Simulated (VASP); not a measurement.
# Ni (P6/mmm) in VASP: notebook

Runs on Ni. Level: PBE. Tasks: single point.

All numbers are computed with VASP 6.6.1; they aren't measurements. Logs are shortened: lines on timing, memory, paths and dates and some standing lists are left out, and cuts for length are marked.

### 1 The cell of the first run

It takes space group P6/mmm (No. 191, hexagonal). The conventional cell has a = 2.248 Å, b = 2.248 Å, c = 2.168 Å, α = 90.00°, β = 90.00°, γ = 120.00°. Within 2.9 Å of Ni (site symmetry 6/mmm) lie 8 Ni at 2.17 to 2.25 Å.

### 2 Single point, PBE, collinear spin, ferromagnetic start

Input file INCAR:

```
  ALGO = Normal
  EDIFF = 1E-6
  ENCUT = 590
  GGA = PE
  GGA_COMPAT = False
  ISIF = 2
  ISMEAR = -1
  ISPIN = 2
  LASPH = True
  LCHARG = True
  LELF = True
  LMAXMIX = 4
  LORBIT = 11
  LREAL = False
  LVHAR = True
  LWAVE = False
  MAGMOM = 1
  NBANDS = 19
  NELM = 200
  PREC = Accurate
  SIGMA = 0.1
```

Input file KPOINTS:

```
k-points
0
Gamma
  18 18 17
```

Input file POSCAR:

```
Ni
1.0
    2.2475182120      0.0000000000      0.0000000000
   -1.1237591060      1.9464078671      0.0000000000
    0.0000000000      0.0000000000      2.1682810997
Ni
1
Direct
    0.0000000000      0.0000000000      0.0000000000
```

Potentials or basis: VASP PAW PBE potentials, release 64 (Ni_sv_GW).

Launch:

```sh
$ cat potpaw_PBE.64/Ni_sv_GW/POTCAR > POTCAR
$ mpirun -np 1 vasp_std > vasp.out
```

OUTCAR:

```text
EDIFF = 1E-6
   ENCUT = 590
   GGA = PE
   ISIF = 2
   ISMEAR = -1
   ISPIN = 2
   LASPH = True
   LORBIT = 11
   LREAL = False
   NELM = 200
   PREC = Accurate

 ion  position               nearest neighbor table
   1  0.000  0.000  0.000-

  LATTYP: Found a hexagonal cell.
 ALAT       =     2.2475182120
 C/A-ratio  =     0.9647446184

  Lattice vectors:

 A1 = (   2.2475182120,   0.0000000000,   0.0000000000)
 A2 = (  -1.1237591060,   1.9464078671,   0.0000000000)
 A3 = (   0.0000000000,   0.0000000000,   2.1682810997)

Analysis of symmetry for initial positions (statically):
=====================================================================
 Subroutine PRICEL returns:
 Original cell was already a primitive cell.

 Routine SETGRP: Setting up the symmetry group for a
 hexagonal supercell.

 Subroutine GETGRP returns: Found 24 space group operations
 (whereof 24 operations were pure point group operations)
 out of a pool of 24 trial point group operations.

The static configuration has the point symmetry D_6h.

Analysis of symmetry for dynamics (positions and initial velocities):
=====================================================================
 Subroutine PRICEL returns:
 Original cell was already a primitive cell.

 Routine SETGRP: Setting up the symmetry group for a
 hexagonal supercell.

 Subroutine GETGRP returns: Found 24 space group operations
 (whereof 24 operations were pure point group operations)
 out of a pool of 24 trial point group operations.

The dynamic configuration has the point symmetry D_6h.

Analysis of structural, dynamic, and magnetic symmetry:
=====================================================================
 Subroutine PRICEL returns:
 Original cell was already a primitive cell.

 Routine SETGRP: Setting up the symmetry group for a
 hexagonal supercell.

 Subroutine GETGRP returns: Found 24 space group operations
 (whereof 24 operations were pure point group operations)
 out of a pool of 24 trial point group operations.

The overall configuration has the point symmetry D_6h.

 Subroutine INISYM returns: Found 24 space group operations
 (whereof 24 operations are pure point group operations),
 and found     1 'primitive' translations

----------------------------------------------------------------------------------------

                                     Primitive cell

  volume of cell :       9.4853

  direct lattice vectors                    reciprocal lattice vectors
     2.247518212  0.000000000  0.000000000     0.444935216  0.256883466  0.000000000
    -1.123759106  1.946407867  0.000000000     0.000000000  0.513766933  0.000000000
     0.000000000  0.000000000  2.168281100     0.000000000  0.000000000  0.461194815

  length of vectors
     2.247518212  2.247518212  2.168281100     0.513766933  0.513766933  0.461194815

  position of ions in fractional coordinates (direct lattice)
     0.000000000  0.000000000  0.000000000

  ion indices of the primitive-cell ions
   primitive index   ion index
                 1           1

----------------------------------------------------------------------------------------

 KPOINTS: k-points

Automatic generation of k-mesh.
 Grid dimensions read from file:
 generate k-points for:   18   18   17

 Generating k-lattice:

  Cartesian coordinates                     Fractional coordinates (reciprocal lattice)
     0.024718623  0.014271304  0.000000000     0.055555556  0.000000000  0.000000000
     0.000000000  0.028542607  0.000000000     0.000000000  0.055555556  0.000000000
     0.000000000  0.000000000  0.027129107     0.000000000  0.000000000  0.058823529

  Length of vectors
     0.028542607  0.028542607  0.027129107

  Shift w.r.t. Gamma in fractional coordinates (k-lattice)
     0.000000000  0.000000000  0.000000000

 Subroutine IBZKPT returns following result:
 ===========================================

 Found    333 irreducible k-points:

 Following reciprocal coordinates:
            Coordinates               Weight
  0.000000  0.000000  0.000000      1.000000
  0.055556 -0.000000  0.000000      6.000000
  0.111111 -0.000000  0.000000      6.000000
  0.166667 -0.000000  0.000000      6.000000
  0.222222 -0.000000  0.000000      6.000000
  0.277778 -0.000000  0.000000      6.000000
[... 16 lines left out ...]
  0.333333  0.111111  0.000000     12.000000
  0.388889  0.111111  0.000000     12.000000
 [... further k-points ...]
   k-points           NKPTS =    333   k-points in BZ     NKDIM =    333   number of bands    NBANDS=     19
   number of dos      NEDOS =    301   number of ions     NIONS =      1
   total plane-waves  NPLWV =   5832
   dimension x,y,z NGX =    18 NGY =   18 NGZ =   18
   dimension x,y,z NGXF=    36 NGYF=   36 NGZF=   36
   ions per type =               1
   NGX,Y,Z   is equivalent  to a cutoff of  13.31, 13.31, 13.80 a.u.
   NGXF,Y,Z  is equivalent  to a cutoff of  26.63, 26.63, 27.60 a.u.
 SYSTEM =  unknown system
   PREC   = accura    normal or accurate (medium, high low for compatibility)
   ISTART =      0    job   : 0-new  1-cont  2-samecut
   ICHARG =      2    charge: 1-file 2-atom 10-const
   ISPIN  =      2    spin polarized calculation?
   LNONCOLLINEAR =      F non collinear calculations
   LSORBIT =      F    spin-orbit coupling
   LASPH  =      T    aspherical Exc in radial PAW
   ENCUT  =  590.0 eV  43.36 Ry    6.59 a.u.   4.45  4.45  4.29*2*pi/ulx,y,z
   NELM   =    200;   NELMIN=  2; NELMDL= -5     # of ELM steps
   EDIFF  = 0.1E-05   stopping-criterion for ELM
   LREAL  =      F    real-space projection
   EDIFFG = 0.1E-04   stopping-criterion for IOM
   NSW    =      0    number of steps for IOM
   IBRION =     -1    ionic relax: 0-MD 1-quasi-New 2-CG
   NFREE  =      0    steps in history (QN), initial steepest desc. (CG)
   ISIF   =      2    stress and relaxation
   ISYM   =      2    0-nonsym 1-usesym 2-fastsym
   POTIM  = 0.5000    time-step for ionic-motion
   TEBEG  =    0.0;   TEEND  =   0.0 temperature during run
   PSTRESS=    0.0 pullay stress
   NELECT =      18.0000    total number of electrons
   NUPDOWN=      -1.0000    fix difference up-down
   EMIN   =  10.00;   EMAX   =-10.00  energy-range for DOS
   EFERMI =   0.00;   METHOD = LEGACY
   ISMEAR =    -1;   SIGMA  =   0.10  broadening in eV -4-tet -1-fermi 0-gaus
   EFERMI_NEDOS =   21; number of points for ismear=-14 and -15
   IALGO  =     38    algorithm
   IMIX   =      4    mixing-type and parameters
     AMIX     =   0.40;   BMIX     =  1.00
     AMIX_MAG =   1.60;   BMIX_MAG =  1.00
  volume/ion in A,a.u.               =       9.49        64.01
  Fermi-wavevector in a.u.,A,eV,Ry     =   2.026818  3.830131 55.892621  4.107992
  Thomas-Fermi vector in A             =   3.035717
   LORBIT       =     11    0 simple, 1 ext, 2 COOP (PROOUT), +10 PAW based schemes
   GGA     = PE    functional components
   LHFCALC =     F    Hartree Fock is set to
   AEXX    =    0.0000 exact exchange contribution
   IVDW    =     0    specifies the selected vdW correction
   LEPSILON=     F    determine dielectric tensor
   LRPA    =     F    only Hartree local field effects (RPA)
 spin polarized calculation
  energy-cutoff  :      590.00
  volume of cell :        9.49
 maximum number of plane-waves:       322
 NGX is ok and might be reduce to    18
   NGX =  9   NGY =  9   NGZ =  9

 number of electron      18.0000005 magnetization       0.0014762

 Free energy of the ion-electron system (eV)
  ---------------------------------------------------
  ext. energy  EPLUGINS =         0.00000000
  ---------------------------------------------------
  free energy    TOTEN  =        -5.67284114 eV

  energy without entropy =       -5.62082210  energy(sigma->0) =       -5.64683162

 E-fermi :   9.6224     XC(G=0): -14.7155

 val. band max:        9.6220173309   @ k =   0.0556   0.0556   0.0000
 cond. band min:       9.6296104558   @ k =   0.1667   0.0556   0.3529
 fundamental gap:      0.0075931248
 Fermi energy:         9.6224050820

 spin component 1

 k-point     1 :       0.0000    0.0000    0.0000
  band No.  band energies     occupation
      1     -93.8178      1.00000
      2     -53.9975      1.00000
      3     -53.9975      1.00000
      4     -53.8438      1.00000
      5      -0.3322      1.00000
      6       5.0683      1.00000
[... 11 lines left out ...]
     18      50.6332      0.00000
     19      62.4567      0.00000

 k-point     2 :       0.0556   -0.0000    0.0000
  band No.  band energies     occupation
      1     -93.8152      1.00000
      2     -54.0127      1.00000
      3     -54.0011      1.00000
      4     -53.8421      1.00000
      5      -0.1972      1.00000
      6       5.1057      1.00000
[... 476 lines left out ...]
 k-point    24 :       0.3889    0.1111    0.0000
  band No.  band energies     occupation
      1     -93.7306      1.00000
      2     -54.4628      1.00000
      3     -54.1483      1.00000
      4     -53.7883      1.00000
      5       4.3754      1.00000
      6       5.8511      1.00000
[... 11 lines left out ...]
     18      53.1555      0.00000
     19      57.0070      0.00000

 [... further k-points ...]

 spin component 2

 k-point     1 :       0.0000    0.0000    0.0000
  band No.  band energies     occupation
      1     -93.8157      1.00000
      2     -53.9955      1.00000
      3     -53.9955      1.00000
      4     -53.8419      1.00000
      5      -0.3322      1.00000
      6       5.0693      1.00000
[... 11 lines left out ...]
     18      50.6333      0.00000
     19      62.4569      0.00000

 k-point     2 :       0.0556   -0.0000    0.0000
  band No.  band energies     occupation
      1     -93.8131      1.00000
      2     -54.0107      1.00000
      3     -53.9991      1.00000
      4     -53.8402      1.00000
      5      -0.1972      1.00000
      6       5.1067      1.00000
[... 476 lines left out ...]
 k-point    24 :       0.3889    0.1111    0.0000
  band No.  band energies     occupation
      1     -93.7285      1.00000
      2     -54.4609      1.00000
      3     -54.1463      1.00000
      4     -53.7864      1.00000
      5       4.3762      1.00000
      6       5.8521      1.00000
[... 11 lines left out ...]
     18      53.1556      0.00000
     19      57.0074      0.00000

 [... further k-points ...]
[... 5 lines left out ...]
  --------------------------------------------------------------------------------------
  -------------------------------------------------------------------------------------
  Total        3.3625497      3.3625497      3.3828615      0.0000000      0.0000000      0.0000000
  in kB      567.9716298    567.9716298    571.4025033      0.0000000      0.0000000      0.0000000
  external PRESSURE =     569.1152543 kB  Pullay stress =       0.0000000 kB

 VOLUME and BASIS-vectors are now :
 -----------------------------------------------------------------------------
  energy-cutoff  :      590.00
  volume of cell :        9.49
      direct lattice vectors                 reciprocal lattice vectors
     2.247518212  0.000000000  0.000000000     0.444935216  0.256883466  0.000000000
    -1.123759106  1.946407867  0.000000000     0.000000000  0.513766933  0.000000000
     0.000000000  0.000000000  2.168281100     0.000000000  0.000000000  0.461194815

 POSITION                                       TOTAL-FORCE (eV/Angst)
 -----------------------------------------------------------------------------------
      0.00000      0.00000      0.00000         0.000000      0.000000      0.000000
 -----------------------------------------------------------------------------------
    total drift:                               -0.000000      0.000000      0.000000

  FREE ENERGIE OF THE ION-ELECTRON SYSTEM (eV)
  ---------------------------------------------------
  free  energy   TOTEN  =        -5.6728411388 eV

  energy  without entropy=       -5.6208221039  energy(sigma->0) =       -5.64683162

 total charge

# of ion       s       p       d       f       tot
--------------------------------------------------
    1        2.297   6.385   7.898   0.010  16.590

 magnetization (x)

# of ion       s       p       d       f       tot
--------------------------------------------------
    1       -0.000  -0.000   0.001  -0.000   0.001
```

Run time: 2.7 min. Hardware: 1 thread of Intel Xeon Platinum 8375C at 2.90GHz (Ice Lake), shared host; peak memory 0.24 GiB.

What came out:

```
Free energy                                           : -5.6728 eV
Pressure                                              : 56.9 GPa
Band gap on the k mesh                                : zero (filled and empty bands overlap)
Net moment                                            : 0.00 μB per cell
Valence electrons inside the program's atomic spheres : Ni 16.59
```

### 3 Single point, PBE, collinear spin, ferromagnetic start (volume scaled by 0.9)

Input file INCAR:

```
SYSTEM = Ni
PREC = Accurate
ENCUT = 590
EDIFF = 1E-6
ISMEAR = -1
SIGMA = 0.1
LREAL = .FALSE.
LASPH = .TRUE.
NELM = 200
ALGO = Normal
ISIF = 2
LWAVE = .FALSE.
LCHARG = .TRUE.
ISPIN = 2
MAGMOM = 1
LORBIT = 11
LMAXMIX = 4
GGA = PE
LELF = .TRUE.
LVHAR = .TRUE.
NBANDS = 19
GGA_COMPAT = .FALSE.
```

Input file KPOINTS:

```
Automatic mesh
0
G
  18 18 17
  0 0 0
```

Input file POSCAR:

```
Ni
1.0
    2.3334610337      0.0000000000      0.0000000000
   -1.1667305169      2.0208365340      0.0000000000
    0.0000000000      0.0000000000      2.2629420873
Ni
1
Direct
    0.0000000000      0.0000000000      0.0000000000
```

Potentials or basis: VASP PAW PBE potentials, release 64 (Ni_sv_GW).

Launch:

```sh
$ cat potpaw_PBE.64/Ni_sv_GW/POTCAR > POTCAR
$ mpirun -np 1 vasp_std > vasp.out
```

It took 2.8 min on 1 thread of Intel Xeon Platinum 8375C at 2.90GHz (Ice Lake), shared host; peak memory 0.25 GiB.

It converged, with:

- Free energy: -5.9671 eV
- Pressure: 17.1 GPa
- Net moment: 0.15 μB per cell
- Site moments: Ni +0.16 μB
- Valence electrons inside the program's atomic spheres: Ni 16.45

Stress tensor (GPa, compression positive):
```
17.06  0.00  0.00
 0.00 17.06  0.00
 0.00  0.00 17.28
```

Levels at points of the mesh, in eV from the Fermi level:
Spin up:
```tsv
k point	band 6	band 7	band 8	band 9	band 10	band 11	band 12	band 13
(0.00, 0.00, 0.00)	-3.92	-2.13	-2.13	0.01	0.01	19.85	24.32	25.14
(0.50, 0.00, 0.00)	-3.25	-1.32	-0.33	-0.26	0.17	6.14	18.12	23.98
```
Spin down:
| k point | band 6 | band 7 | band 8 | band 9 | band 10 | band 11 | band 12 | band 13 |
| --- | --- | --- | --- | --- | --- | --- | --- | --- |
| (0.00, 0.00, 0.00) | -3.81 | -1.98 | -1.98 | 0.20 | 0.20 | 19.86 | 24.29 | 25.17 |
| (0.50, 0.00, 0.00) | -3.14 | -1.15 | -0.34 | -0.07 | 0.35 | 6.23 | 18.13 | 24.02 |

### 4 Single point, PBE, collinear spin, ferromagnetic start (volume scaled by 0.5)

Input file INCAR:

```
SYSTEM = Ni
ALGO = Normal
EDIFF = 1E-6
ENCUT = 590
GGA = PE
GGA_COMPAT = .False.
ISIF = 2
ISMEAR = -1
ISPIN = 2
LASPH = .True.
LCHARG = .True.
LELF = .True.
LMAXMIX = 4
LORBIT = 11
LREAL = .False.
LVHAR = .True.
LWAVE = .False.
MAGMOM = 1
NBANDS = 19
NELM = 200
PREC = Accurate
SIGMA = 0.1
```

Input file KPOINTS:

```
k-points
0
Gamma
  18 18 17
  0 0 0
```

Input file POSCAR:

```
Ni
1.0
    1.9301053075      0.0000000000      0.0000000000
   -0.9650526538      1.6715202282      0.0000000000
    0.0000000000      0.0000000000      1.8375536626
Ni
1
Direct
    0.0000000000      0.0000000000      0.0000000000
```

Launch:

```sh
$ cat potpaw_PBE.64/Ni_sv_GW/POTCAR > POTCAR
$ mpirun -np 1 vasp_std > vasp.out
```

Run time: 71 s. Hardware: 1 thread of Intel Xeon Platinum 8259CL at 2.50GHz (Skylake/Cascade Lake), shared host; peak memory 0.2 GiB.

It converged, with:

```yaml
Free_energy: -0.3989 eV
Pressure: 577.7 GPa
Band_gap_on_the_k_mesh: zero (filled and empty bands overlap)
Net_moment: 0.00 μB per cell
Valence_electrons_inside_the_program's_atomic_spheres: Ni 17.62
```

Stress tensor (GPa, compression positive):
```
576.98   0.00   0.00
  0.00 576.98   0.00
  0.00   0.00 579.18
```

Levels at points of the mesh, in eV from the Fermi level:
Spin up:
```tsv
k point	band 6	band 7	band 8	band 9	band 10	band 11	band 12	band 13
(0.00, 0.00, 0.00)	-8.80	-4.79	-4.79	0.33	0.33	28.07	28.78	37.58
(0.50, 0.00, 0.00)	-6.94	-2.81	-1.44	-0.30	0.61	11.61	25.18	34.85
```
Spin down:
```csv
k point,band 5,band 6,band 7,band 8,band 9,band 10,band 11,band 12,band 13,band 14
"(0.00, 0.00, 0.00)",-13.85,-8.80,-4.79,-4.79,0.33,0.33,28.07,28.78,37.58,40.94
"(0.50, 0.00, 0.00)",-10.13,-6.94,-2.81,-1.44,-0.30,0.61,11.61,25.18,34.85,35.45
```

### 5 Summary

| cell | gap on the mesh (eV) | pressure (GPa) | moment (μB) |
| --- | --- | --- | --- |
| a = 2.248, b = 2.248, c = 2.168 Å, angles 90.0, 90.0, 120.0°, 1 atom | none | 56.9 | 0.00 |
| a = 2.333, b = 2.333, c = 2.263 Å, angles 90.0, 90.0, 120.0°, 1 atom | none | 17.1 | 0.15 |
| a = 1.930, b = 1.930, c = 1.838 Å, angles 90.0, 90.0, 120.0°, 1 atom | none | 577.7 | 0.00 |

Alike in all rows: task single point; level PBE; potentials or basis VASP PAW PBE potentials, release 64 (Ni_sv_GW); spin collinear, ferromagnetic start; k mesh 18 × 18 × 17; cutoff (eV) 590; smearing fermi-dirac 0.1 eV.

Absolute energies hang on the potentials; compare differences alone.
